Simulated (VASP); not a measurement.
# MgO2 (R-3m) in VASP: notebook

The runs below take MgO2 through single point, with PBEsol.

All numbers are computed with VASP 6.6.1; they aren't measurements. Logs are shortened: lines on timing, memory, paths and dates and some standing lists are left out, and cuts for length are marked.

### 1 The cell of the first run

Symmetry: R-3m, No. 166, trigonal system. The conventional cell has a = 3.113 Å, b = 3.113 Å, c = 10.167 Å, α = 90.00°, β = 90.00°, γ = 120.00°. Within 2.7 Å of Mg (site symmetry -3m) lie 6 O at 2.04 Å. O (site symmetry 3m) has 1 O at 1.45 Å within 1.9 Å.

### 2 Single point, PBEsol (strain -0.030 along x and y, -0.030 along z)

File INCAR:

```
PREC     = Accurate       # precision mode
ENCUT    = 520            # plane-wave cutoff, eV
EDIFF    = 1E-7           # SCF threshold, eV
ISMEAR   = 0              # smearing method
SIGMA    = 0.05           # smearing width, eV
LREAL    = False          # projectors in reciprocal space
LASPH    = True           # aspherical terms in the spheres
NELM     = 100            # most SCF steps
ALGO     = Normal         # electronic algorithm
ISIF     = 2              # what is computed and relaxed
LWAVE    = False          # write WAVECAR
LCHARG   = False          # write CHGCAR
GGA      = PS             # functional
NBANDS   = 14             # bands
```

File KPOINTS:

```
regular mesh
0
Gamma
  12 12 12
```

File POSCAR:

```
MgO2
1.0
    1.5566181855      0.8987139284      3.3891595087
   -1.5566181855      0.8987139284      3.3891595087
    0.0000000000     -1.7974278569      3.3891595087
Mg O
1 2
Direct
    0.0000000000      0.0000000000      0.0000000000
    0.4287860000      0.4287860000      0.4287860000
    0.5712140000      0.5712140000      0.5712140000
```

Potentials or basis: VASP PAW PBE potentials, release 64 (Mg, O).

On the command line:

```sh
$ cat potpaw_PBE.64/Mg/POTCAR potpaw_PBE.64/O/POTCAR > POTCAR
$ mpirun -np 1 vasp_std > vasp.out
```

OUTCAR:

```text
PREC = Accurate
   ENCUT = 520
   EDIFF = 1E-7
   ISMEAR = 0
   LREAL = False
   LASPH = True
   NELM = 100
   ISIF = 2
   GGA = PS

 ion  position               nearest neighbor table
   1  0.000  0.000  0.000-   3 2.04   2 2.04   3 2.04   3 2.04   2 2.04   2 2.04
   2  0.429  0.429  0.429-   3 1.45   1 2.04   1 2.04   1 2.04
   3  0.571  0.571  0.571-   2 1.45   1 2.04   1 2.04   1 2.04

  LATTYP: Found a trigonal (rhomboedric) cell.
 ALAT       =     3.8362936639
 COS(alpha) =     0.6707160928

  Lattice vectors:

 A1 = (   1.5566181855,   0.8987139284,   3.3891595087)
 A2 = (  -1.5566181855,   0.8987139284,   3.3891595087)
 A3 = (   0.0000000000,  -1.7974278569,   3.3891595087)

Analysis of symmetry for initial positions (statically):
=====================================================================
 Subroutine PRICEL returns:
 Original cell was already a primitive cell.

 Routine SETGRP: Setting up the symmetry group for a
 trigonal (rhombohedral) supercell.

 Subroutine GETGRP returns: Found 12 space group operations
 (whereof 12 operations were pure point group operations)
 out of a pool of 12 trial point group operations.

The static configuration has the point symmetry D_3d.

Analysis of symmetry for dynamics (positions and initial velocities):
=====================================================================
 Subroutine PRICEL returns:
 Original cell was already a primitive cell.

 Routine SETGRP: Setting up the symmetry group for a
 trigonal (rhombohedral) supercell.

 Subroutine GETGRP returns: Found 12 space group operations
 (whereof 12 operations were pure point group operations)
 out of a pool of 12 trial point group operations.

The dynamic configuration has the point symmetry D_3d.

 Subroutine INISYM returns: Found 12 space group operations
 (whereof 12 operations are pure point group operations),
 and found     1 'primitive' translations

----------------------------------------------------------------------------------------

                                     Primitive cell

  volume of cell :      28.4477

  direct lattice vectors                    reciprocal lattice vectors
     1.556618186  0.898713928  3.389159509     0.321209147  0.185450188  0.098352802
    -1.556618186  0.898713928  3.389159509    -0.321209147  0.185450188  0.098352802
     0.000000000 -1.797427857  3.389159509     0.000000000 -0.370900375  0.098352802

  length of vectors
     3.836293664  3.836293664  3.836293664     0.383719119  0.383719119  0.383719119

  position of ions in fractional coordinates (direct lattice)
     0.000000000  0.000000000  0.000000000
     0.428786000  0.428786000  0.428786000
     0.571214000  0.571214000  0.571214000

  ion indices of the primitive-cell ions
   primitive index   ion index
                 1           1
                 2           2
                 3           3

----------------------------------------------------------------------------------------

 KPOINTS: regular mesh

Automatic generation of k-mesh.
 Grid dimensions read from file:
 generate k-points for:   12   12   12

 Generating k-lattice:

  Cartesian coordinates                     Fractional coordinates (reciprocal lattice)
     0.026767429  0.015454182  0.008196067     0.083333333 -0.000000000 -0.000000000
    -0.026767429  0.015454182  0.008196067    -0.000000000  0.083333333 -0.000000000
     0.000000000 -0.030908365  0.008196067     0.000000000  0.000000000  0.083333333

  Length of vectors
     0.031976593  0.031976593  0.031976593

  Shift w.r.t. Gamma in fractional coordinates (k-lattice)
     0.000000000  0.000000000  0.000000000

 Subroutine IBZKPT returns following result:
 ===========================================

 Found    189 irreducible k-points:

 Following reciprocal coordinates:
            Coordinates               Weight
  0.000000  0.000000  0.000000      1.000000
  0.083333  0.000000  0.000000      6.000000
  0.166667  0.000000  0.000000      6.000000
  0.250000  0.000000  0.000000      6.000000
  0.333333  0.000000  0.000000      6.000000
  0.416667  0.000000 -0.000000      6.000000
[... 16 lines left out ...]
  0.500000  0.166667  0.000000     12.000000
 -0.416667  0.166667  0.000000     12.000000
 [... further k-points ...]
   k-points           NKPTS =    189   k-points in BZ     NKDIM =    189   number of bands    NBANDS=     14
   number of dos      NEDOS =    301   number of ions     NIONS =      3
   total plane-waves  NPLWV =  27000
   dimension x,y,z NGX =    30 NGY =   30 NGZ =   30
   dimension x,y,z NGXF=    60 NGYF=   60 NGZF=   60
   ions per type =               1   2
   NGX,Y,Z   is equivalent  to a cutoff of  13.00, 13.00, 13.00 a.u.
   NGXF,Y,Z  is equivalent  to a cutoff of  26.00, 26.00, 26.00 a.u.
 SYSTEM =  unknown system
   PREC   = accura    normal or accurate (medium, high low for compatibility)
   ISTART =      0    job   : 0-new  1-cont  2-samecut
   ICHARG =      2    charge: 1-file 2-atom 10-const
   ISPIN  =      1    spin polarized calculation?
   LNONCOLLINEAR =      F non collinear calculations
   LSORBIT =      F    spin-orbit coupling
   LASPH  =      T    aspherical Exc in radial PAW
   ENCUT  =  520.0 eV  38.22 Ry    6.18 a.u.   7.13  7.13  7.13*2*pi/ulx,y,z
   NELM   =    100;   NELMIN=  2; NELMDL= -5     # of ELM steps
   EDIFF  = 0.1E-06   stopping-criterion for ELM
   LREAL  =      F    real-space projection
   EDIFFG = 0.1E-05   stopping-criterion for IOM
   NSW    =      0    number of steps for IOM
   IBRION =     -1    ionic relax: 0-MD 1-quasi-New 2-CG
   NFREE  =      0    steps in history (QN), initial steepest desc. (CG)
   ISIF   =      2    stress and relaxation
   ISYM   =      2    0-nonsym 1-usesym 2-fastsym
   POTIM  = 0.5000    time-step for ionic-motion
   TEBEG  =    0.0;   TEEND  =   0.0 temperature during run
   PSTRESS=    0.0 pullay stress
   NELECT =      14.0000    total number of electrons
   NUPDOWN=      -1.0000    fix difference up-down
   EMIN   =  10.00;   EMAX   =-10.00  energy-range for DOS
   EFERMI =   0.00;   METHOD = LEGACY
   ISMEAR =     0;   SIGMA  =   0.05  broadening in eV -4-tet -1-fermi 0-gaus
   EFERMI_NEDOS =   21; number of points for ismear=-14 and -15
   IALGO  =     38    algorithm
   IMIX   =      4    mixing-type and parameters
     AMIX     =   0.40;   BMIX     =  1.00
     AMIX_MAG =   1.60;   BMIX_MAG =  1.00
  volume/ion in A,a.u.               =       9.48        63.99
  Fermi-wavevector in a.u.,A,eV,Ry     =   1.292514  2.442497 22.729788  1.670592
  Thomas-Fermi vector in A             =   2.424217
   LORBIT       =      0    0 simple, 1 ext, 2 COOP (PROOUT), +10 PAW based schemes
   GGA     = PS    functional components
   LHFCALC =     F    Hartree Fock is set to
   AEXX    =    0.0000 exact exchange contribution
   IVDW    =     0    specifies the selected vdW correction
   LEPSILON=     F    determine dielectric tensor
   LRPA    =     F    only Hartree local field effects (RPA)
 non-spin polarized calculation
 Gauss-broadening in eV      SIGMA  =   0.05
  energy-cutoff  :      520.00
  volume of cell :       28.45
 maximum number of plane-waves:       780
 NGX is ok and might be reduce to    30
   NGX = 15   NGY = 15   NGZ = 15

 number of electron      13.9999998 magnetization

 Free energy of the ion-electron system (eV)
  ---------------------------------------------------
  ext. energy  EPLUGINS =         0.00000000
  ---------------------------------------------------
  free energy    TOTEN  =       -17.18039259 eV

  energy without entropy =      -17.18039259  energy(sigma->0) =      -17.18039259

 E-fermi :   3.7578     XC(G=0): -10.8872

 val. band max:        3.4385924513   @ k =   0.5000   0.5000   0.5000
 cond. band min:       6.2217545736   @ k =   0.5000   0.5000   0.5000
 fundamental gap:      2.7831621223
 Fermi energy:         3.7577605864

 k-point     1 :       0.0000    0.0000    0.0000
  band No.  band energies     occupation
      1     -18.7079      2.00000
      2     -11.0514      2.00000
      3      -4.9421      2.00000
      4      -0.2700      2.00000
      5      -0.2700      2.00000
      6       2.4861      2.00000
      7       2.4861      2.00000
      8       8.2334      0.00000
      9       8.6919      0.00000
     10      16.2096      0.00000
     11      18.0236      0.00000
     12      18.4191      0.00000
     13      18.4191      0.00000
     14      20.8270      0.00000

 k-point     2 :       0.0833    0.0000    0.0000
  band No.  band energies     occupation
      1     -18.6707      2.00000
      2     -11.0776      2.00000
      3      -4.8833      2.00000
      4      -0.4895      2.00000
      5      -0.2987      2.00000
      6       2.4299      2.00000
      7       2.4536      2.00000
      8       8.4139      0.00000
      9       8.8075      0.00000
     10      16.2156      0.00000
     11      17.7171      0.00000
     12      18.1416      0.00000
     13      18.6283      0.00000
     14      20.4876      0.00000

 k-point     3 :       0.1667    0.0000    0.0000
  band No.  band energies     occupation
      1     -18.5678      2.00000
      2     -11.1492      2.00000
      3      -4.7227      2.00000
      4      -1.0494      2.00000
      5      -0.3758      2.00000
      6       2.3043      2.00000
      7       2.3658      2.00000
      8       8.5302      0.00000
      9       9.4302      0.00000
     10      16.1307      0.00000
     11      16.6686      0.00000
     12      18.3961      0.00000
     13      19.2391      0.00000
     14      19.7510      0.00000
[... 324 lines left out ...]
 k-point    23 :       0.5000    0.1667    0.0000
  band No.  band energies     occupation
      1     -18.0843      2.00000
      2     -11.5701      2.00000
      3      -3.6300      2.00000
      4      -2.9527      2.00000
      5      -1.0615      2.00000
      6       1.7354      2.00000
      7       2.3741      2.00000
      8       7.9221      0.00000
      9      12.9619      0.00000
     10      13.9225      0.00000
     11      16.3791      0.00000
     12      18.4809      0.00000
     13      18.8420      0.00000
     14      21.3308      0.00000

 k-point    24 :      -0.4167    0.1667    0.0000
  band No.  band energies     occupation
      1     -18.0696      2.00000
      2     -11.5004      2.00000
      3      -3.8388      2.00000
      4      -2.8626      2.00000
      5      -1.1211      2.00000
      6       1.8037      2.00000
      7       2.1352      2.00000
      8       8.0168      0.00000
      9      12.9921      0.00000
     10      14.1917      0.00000
     11      16.6749      0.00000
     12      18.3143      0.00000
     13      18.6742      0.00000
     14      21.3423      0.00000

 [... further k-points ...]
[... 5 lines left out ...]
  --------------------------------------------------------------------------------------
  -------------------------------------------------------------------------------------
  Total        1.0954421      1.0954421      2.3471505      0.0000000     -0.0000000      0.0000000
  in kB       61.6954572     61.6954572    132.1918531      0.0000000     -0.0000000      0.0000000
  external PRESSURE =      85.1942558 kB  Pullay stress =       0.0000000 kB

 VOLUME and BASIS-vectors are now :
 -----------------------------------------------------------------------------
  energy-cutoff  :      520.00
  volume of cell :       28.45
      direct lattice vectors                 reciprocal lattice vectors
     1.556618186  0.898713928  3.389159509     0.321209147  0.185450188  0.098352802
    -1.556618186  0.898713928  3.389159509    -0.321209147  0.185450188  0.098352802
     0.000000000 -1.797427857  3.389159509     0.000000000 -0.370900375  0.098352802

 POSITION                                       TOTAL-FORCE (eV/Angst)
 -----------------------------------------------------------------------------------
      0.00000      0.00000      0.00000         0.000000     -0.000000      0.000000
      0.00000     -0.00000      4.35967         0.000000      0.000000     -0.377685
      0.00000     -0.00000      5.80781         0.000000     -0.000000      0.377685
 -----------------------------------------------------------------------------------
    total drift:                                0.000000     -0.000000      0.000000

  FREE ENERGIE OF THE ION-ELECTRON SYSTEM (eV)
  ---------------------------------------------------
  free  energy   TOTEN  =       -17.1803925875 eV

  energy  without entropy=      -17.1803925875  energy(sigma->0) =      -17.18039259
```

It took 1.8 min on 1 thread of Intel Xeon Platinum 8259CL at 2.50GHz (Skylake/Cascade Lake), shared host; peak memory 0.22 GiB.

What came out:

```
Free energy            : -17.1804 eV
Pressure               : 8.5 GPa
Largest force          : 0.378 eV/Å
Band gap on the k mesh : 2.78 eV, direct
```

Forces on the atoms (eV/Å):
```
Mg   0.000  0.000  0.000
O    0.000  0.000 -0.378
O    0.000  0.000  0.378
```

Levels at points of the mesh, in eV from the valence-band top:
```tsv
k point	band 4	band 5	band 6	band 7	band 8	band 9	band 10	band 11
(0.00, 0.00, 0.00)	-3.71	-3.71	-0.95	-0.95	4.79	5.25	12.77	14.58
(0.50, 0.00, 0.00)	-6.72	-4.11	-1.42	-1.26	4.58	8.79	10.87	13.03
(0.50, 0.50, 0.00)	-6.01	-4.83	-2.36	-0.18	3.97	7.76	11.43	13.23
(0.50, 0.50, 0.50)	-4.30	-4.30	0.00	0.00	2.78	4.86	10.21	14.61
```

Caveat: the cell differs from its parent crystal (strain -0.030 along x and y, -0.030 along z); the PAW data sets were made with another functional, which shifts forces and pressure a little. A k mesh can miss the band edges.

(Continued in part 2 of 2.)
